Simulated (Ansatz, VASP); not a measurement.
## MgB3 in VASP and in Ansatz

```
Mg B
1.0
     3.67581    0.00000    0.00000
    -1.83791    3.18335    0.00000
     0.00000    0.00000    4.72984
Mg B
1 3
Direct
  0.00000 0.00000 0.00000
  0.00000 0.00000 0.50000
  0.33333 0.66667 0.00000
  0.66667 0.33333 0.00000
```

Alike in both runs: functional PBE; k mesh 12 × 12 × 10; occupations gaussian, width 0.1 eV; no spin polarisation.

Ansatz relaxed the structure, and its values are those at the end. VASP's run is a single point on that final structure, the one shown.

```csv
,VASP,Ansatz
version,VASP 6.6.1,Ansatz 0.2.0
potentials or method,"VASP PAW PBE potentials, release 64 (Mg, B), cutoff 600 eV","scalar-relativistic, plane waves, PAW"
valence electrons in the cell,11,19
```

```tsv
	VASP	Ansatz	Ansatz less VASP
gap on the k mesh at the Fermi level (eV)	none	none	-
pressure (GPa)	0.2	0.0	-0.19
```

A gap of «none» marks a metal or a gap that the smearing closes. The functional is the same, so the differences come from potentials, cutoffs and numerics. VASP's potentials hold 11 valence electrons a cell and Ansatz's 19, so a difference there can come from the potentials and not from the codes.
